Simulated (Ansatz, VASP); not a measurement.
TaN in VASP and in Ansatz

Contents of INCAR:

```
PREC = Accurate
ENCUT = 520
EDIFF = 1E-8
ISMEAR = -1
SIGMA = 0.03
LREAL = F
LASPH = T
NELM = 80
ALGO = Normal
ISIF = 2
LWAVE = F
LCHARG = F
GGA = CA
LEFG = T
NBANDS = 24
```

Contents of KPOINTS:

```
regular mesh
0
Gamma
  9 9 5
```

The input POSCAR:

```
TaN
1.0
    3.0398003418      0.0000000000      0.0000000000
   -1.5199001709      2.6325443184      0.0000000000
    0.0000000000      0.0000000000      4.9234781375
Ta N
2 2
Direct
    0.3333333333      0.6666666667      0.0000000000
    0.6666666667      0.3333333333      0.5000000000
    0.3333333333      0.6666666667      0.3850000000
    0.6666666667      0.3333333333      0.8850000000
```

Input for Ansatz:

```yaml
crystal:
  lattice:
    - [3.0398003418, 0.0, 0.0]
    - [-1.5199001709, 2.6325443184, 0.0]
    - [0.0, 0.0, 4.9234781375]
  atoms:
    - { symbol: Ta, position: [0.3333333333, 0.6666666667, 0.0] }
    - { symbol: Ta, position: [0.6666666667, 0.3333333333, 0.5] }
    - { symbol: "N", position: [0.3333333333, 0.6666666667, 0.385] }
    - { symbol: "N", position: [0.6666666667, 0.3333333333, 0.885] }
kpoints:
  mp_grid: { grid: [9, 9, 5] }
scf:
  occupations: { method: fermi_dirac, width: 0.03 }
hamiltonian:
  xc: lda
  pseudopotentials: { kind: paw }
output:
  forces: true
  stress: true
  eigenvalues: true
  efg: { contact_densities: true }
  write_density: true
  write_potential: true
  elf: true
  volumetric_format: npy
```

Change from the starting cell: volume scaled by 0.99, PAW files.

Alike in both runs: task electric field gradients; functional LDA; k mesh 9 × 9 × 5; occupations fermi-dirac, width 0.03 eV; no spin polarisation.

|  | VASP | Ansatz |
| --- | --- | --- |
| version | VASP 6.6.1 | Ansatz 0.2.0 |
| potentials or method | VASP PAW LDA potentials, release 64 (Ta_pv, N) | PAW with Ansatz's default frozen-core files, scalar-relativistic |
| plane-wave cutoff (eV) | 520 | 420 |
| valence electrons in the cell | 32 | 36 |

VASP gave:

```
pressure (GPa)                                                : 129.6
traceless stress, the component that is largest in VASP (GPa) : -17.82
rms of the force components (eV/Å)                            : 1.308
size of Vzz on the site where it differs most (V/Å²)          : 126.3
```

Which values does Ansatz return?

Pressure (GPa): 125.2; traceless stress, the component that is largest in VASP (GPa): -17.28; rms of the force components (eV/Å): 1.304; size of Vzz on the site where it differs most (V/Å²): 130.8.

LDA's correlation is that of Perdew and Zunger in VASP and of Perdew and Wang (1992) in Ansatz. Atom by atom the forces differ by 0.004 eV/Å (rms over components). Both programs put the cell under a high pressure, so it lies far from rest at this level. VASP's potentials hold 32 valence electrons a cell and Ansatz's 36, so a difference there can come from the potentials and not from the codes.

Spin-orbit coupling is off throughout. Noted on VASP's run: the cell as given lies far from equilibrium.
